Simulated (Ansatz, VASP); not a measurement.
## Hf: VASP beside Ansatz

```xyz
1
Lattice="0.0000 2.2422 2.2200 2.2422 0.0000 2.2200 2.2422 2.2422 0.0000" Properties=species:S:1:pos:R:3 pbc="T T T"
Hf    0.0000    0.0000    0.0000
```

Change from the starting cell: equal xx and yy strain of +1 %.

Alike in both runs: task single point; functional PBE; k mesh 13 × 13 × 13; occupations fermi-dirac, width 0.03 eV; no spin polarisation.

```csv
,VASP,Ansatz
version,VASP 6.6.1,Ansatz 0.2.0
potentials or method,"VASP PAW PBE potentials, release 64 (Hf_pv), cutoff 520 eV","all-electron LAPW, scalar-relativistic"
```

Ansatz gave:

- pressure (GPa): 1.0
- traceless stress, the component that is largest in VASP (GPa): 0.12

Problem. Which values does VASP return?

Solution. Pressure (GPa): 0.6; traceless stress, the component that is largest in VASP (GPa): 0.12.

Ansatz ran all-electron here, and VASP with PAW potentials.

Spin-orbit coupling is off throughout.
